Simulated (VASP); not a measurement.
Wanted: the native input for a VASP 6.6.1 run.

```yaml
Task: single point
Functional: PBE
Potentials_or_basis: VASP PAW PBE potentials, release 64 (Co)
Cutoff: 520 eV
k_mesh: 12 × 12 × 17
Occupations: fermi-dirac, width 0.1 eV
Spin: no spin polarisation
Dipole_correction: no
Further_INCAR_settings: ALGO = Normal; EDIFF = 1e-06; NBANDS = 20
```

The structure of Co lies in POSCAR:

```
Co
1.0
    3.9095844549      0.0000000000      0.0000000000
   -1.9547922275      3.3857994561      0.0000000000
    0.0000000000      0.0000000000      2.3964108189
Co
3
Direct
    0.0000000000      0.0000000000      0.0000000000
    0.3333333333      0.6666666667      0.5000000000
    0.6666666667      0.3333333333      0.5000000000
```

This isn't the form of Co at room conditions, which is hcp.

These files were run (other wordings do the same):

INCAR

```
PREC = Accurate ; ENCUT = 520
EDIFF = 1E-6 ; ISMEAR = -1
SIGMA = 0.1 ; LREAL = False
LASPH = True ; NELM = 100
ALGO = Normal ; ISIF = 2
LWAVE = False ; LCHARG = False
GGA = PE ; NBANDS = 20
```

KPOINTS

```
regular mesh
0
Gamma
  12 12 17
```

Potentials or basis: VASP PAW PBE potentials, release 64 (Co).

The run is started by

```console
$ cat potpaw_PBE.64/Co/POTCAR > POTCAR
$ mpirun -np 1 vasp_std > vasp.out
```

Results of the run:

The pressure is -0.6 GPa and the band gap on the k mesh is zero (an odd number of electrons rules out a gap without spin polarisation).

Caveat: the run has no spin polarisation, though such a crystal can be magnetic.

Run time: 2.7 min on 1 thread of AMD EPYC 7R43 64-Core Processor (Zen 3), with other jobs on the host, peak memory 0.17 GiB.
